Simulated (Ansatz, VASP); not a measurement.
**Ru2Rh: VASP beside Ansatz**

```
Ru Rh
1.0
     0.00000    3.54391    3.54391
     3.54391    0.00000    3.54391
     3.54391    3.54391    0.00000
Ru Rh
4 2
Direct
  0.12500 0.12500 0.12500
  0.62500 0.12500 0.12500
  0.12500 0.12500 0.62500
  0.12500 0.62500 0.12500
  0.50000 0.50000 0.50000
  0.75000 0.75000 0.75000
```

Change from the starting cell: species swapped into the NbCr2 type (Fd-3m, No. 227).

Alike in both runs: functional PBE; k mesh 10 × 10 × 10; occupations gaussian, width 0.1 eV; collinear spin.

Ansatz relaxed the structure, and its values are those at the end. VASP's run is a single point on that final structure, the one shown.

|  | VASP | Ansatz |
| --- | --- | --- |
| version | VASP 6.6.1 | Ansatz 0.2.0 |
| potentials or method | VASP PAW PBE potentials, release 64 (Ru_pv, Rh_pv), cutoff 520 eV | scalar-relativistic, plane waves, PAW |
| valence electrons in the cell | 86 | 98 |

```tsv
	VASP	Ansatz	Ansatz less VASP
gap on the k mesh at the Fermi level (eV)	none	none	-
pressure (GPa)	0.0	0.0	-0.04
net moment per atom (μB)	0.00	0.00	-0.001
```

A gap of «none» marks a metal or a gap that the smearing closes. VASP's potentials hold 86 valence electrons a cell and Ansatz's 98, so a difference there can come from the potentials and not from the codes. Ansatz's warnings: seeded moment not kept.
